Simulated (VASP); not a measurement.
HfPb3: single point with PBEsol

Crystal: HfPb3.

```
Hf Pb
1.0
     4.73542    0.00000    0.00000
     0.00000    4.73542    0.00000
     0.00000    0.00000    4.73542
Hf Pb
1 3
Direct
  0.00000 0.00000 0.00000
  0.00000 0.50000 0.50000
  0.50000 0.50000 0.00000
  0.50000 0.00000 0.50000
```

```json
{
  "Program": "VASP 6.6.1",
  "Task": "single point",
  "Functional": "PBEsol",
  "Potentials or basis": "VASP PAW PBE potentials, release 64 (Hf_pv, Pb_d)",
  "Cutoff": "520 eV",
  "k mesh": "8 × 8 × 8",
  "Occupations": "gaussian, width 0.05 eV",
  "Spin": "no spin polarisation"
}
```

* Pressure: -1.4 GPa
* Band gap on the k mesh: zero (bands 26 and 27 overlap by 0.89 eV)

Levels at points of the mesh, in eV from the Fermi level:
```tsv
k point	band 22	band 23	band 24	band 25	band 26	band 27	band 28	band 29	band 30	band 31
(0.00, 0.00, 0.00)	-3.17	-3.17	-3.17	0.11	0.58	0.58	0.58	0.78	0.78	2.15
(0.50, 0.00, 0.00)	-2.74	-2.74	-2.08	-1.68	-0.26	-0.26	0.58	0.86	1.12	2.03
(0.50, 0.50, 0.00)	-5.30	-1.69	-1.69	-1.15	0.13	0.13	0.37	0.37	0.79	1.63
(0.50, 0.50, 0.50)	-5.00	-3.92	-3.92	-3.92	-1.07	1.21	1.21	1.75	1.75	1.75
```

Wall time 3.6 min on 1 thread of Oxide Virtual Turin-like Processor, with other jobs on the host, peak memory 0.24 GiB.

Caveat: the PAW data sets were made with another functional, which shifts forces and pressure a little; spin-orbit coupling is left out, which moves the levels of the heavy elements.
